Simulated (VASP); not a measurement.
The system is InSb3.

```
Sb In
1.0
     4.77411    0.00000    0.00000
     0.00000    4.77411    0.00000
     0.00000    0.00000    4.77411
Sb In
3 1
Direct
  0.50000 0.50000 0.00000
  0.00000 0.50000 0.50000
  0.50000 0.00000 0.50000
  0.00000 0.00000 0.00000
```

Base run:

```yaml
Program: VASP 6.6.1
Functional: r2SCAN
Potentials_or_basis: VASP PAW PBE potentials, release 64 (Sb, In_d)
Cutoff: 520 eV
k_mesh: 6 × 6 × 6
Occupations: fermi-dirac, width 0.05 eV
Spin: no spin polarisation
```

Its results: band gap on the k mesh zero (band 14 reaches 11.83 eV, above the bottom of band 15 at 6.76 eV); pressure 0.5 GPa.

Task: The run is repeated on the same cell with these changes: functional from r2SCAN to PBE. What comes out?

Result: Band gap on the k mesh zero (band 14 reaches 11.69 eV, above the bottom of band 15 at 6.95 eV); pressure 1.2 GPa.

Caveats: spin-orbit coupling is left out, which moves the levels of the heavy elements; the PAW data sets were made with another functional, which shifts forces and pressure a little (some runs).
